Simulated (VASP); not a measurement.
A run of VASP 6.6.1 is set up as follows.

Contents of INCAR:

```
ALGO = Normal
EDIFF = 1E-6
ENCUT = 520
GGA = PE
ISIF = 2
ISMEAR = 0
LASPH = T
LCHARG = F
LREAL = F
LWAVE = F
NBANDS = 17
NELM = 100
PREC = Accurate
SIGMA = 0.01
```

File KPOINTS:

```
k-points
0
Gamma
  4 4 4
```

File POSCAR:

```
PbSe
1.0
    0.0000000000      3.0887022143      3.0887022143
    3.0887022143      0.0000000000      3.0887022143
    3.0887022143      3.0887022143      0.0000000000
Pb Se
1 1
Direct
    0.0000000000      0.0000000000      0.0000000000
    0.5000000000      0.5000000000      0.5000000000
```

Potentials or basis: VASP PAW PBE potentials, release 64 (Pb_d, Se).

The run is started by

```bash
$ cat potpaw_PBE.64/Pb_d/POTCAR potpaw_PBE.64/Se/POTCAR > POTCAR
$ mpirun -np 1 vasp_std > vasp.out
```

**Question.** Estimate the pressure.

**Answer.** 0.9 GPa.

**Question.** Predict the band gap on the k mesh.

**Answer.** 0.38 eV, direct.

Caveat: the k points lie up to 0.44 Å⁻¹ apart; spin-orbit coupling is left out, which moves the levels of the heavy elements. A k mesh can miss the band edges.
